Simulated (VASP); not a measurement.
HfB, 2 atoms in the cell. It takes space group Fm-3m (No. 225, cubic). The conventional cell has a = 4.620 Å, b = 4.620 Å, c = 4.620 Å, α = 90.00°, β = 90.00°, γ = 90.00°. Hf (site symmetry m-3m) has 6 B at 2.31 Å within 3.1 Å. Within 3.1 Å of B (site symmetry m-3m) lie 6 Hf at 2.31 Å. 

| Property | Result |
| --- | --- |
| Program | VASP 6.6.1 |
| Task | single point |
| Functional | PBE |
| Potentials or basis | VASP PAW PBE potentials, release 64 (Hf_pv, B) |
| Cutoff | 520 eV |
| k mesh | 10 × 10 × 10 |
| Occupations | gaussian, width 0.017 eV |
| Spin | no spin polarisation |
| Dipole correction | no |
| Further INCAR settings | ALGO = Normal; EDIFF = 1e-06; NBANDS = 14 |

Potentials or basis: VASP PAW PBE potentials, release 64 (Hf_pv, B).

Launch:

```console
$ cat potpaw_PBE.64/Hf_pv/POTCAR potpaw_PBE.64/B/POTCAR > POTCAR
$ mpirun -np 1 vasp_std > vasp.out
```

Hardware: 1 thread of Intel Xeon 8259CL, with other jobs on the host.

Task: Estimate the wall time of this run.

Result: It took 19 s on 1 thread of Intel Xeon 8259CL, with other jobs on the host, peak memory 0.15 GiB. Counts: scf iterations 11, k points 47.
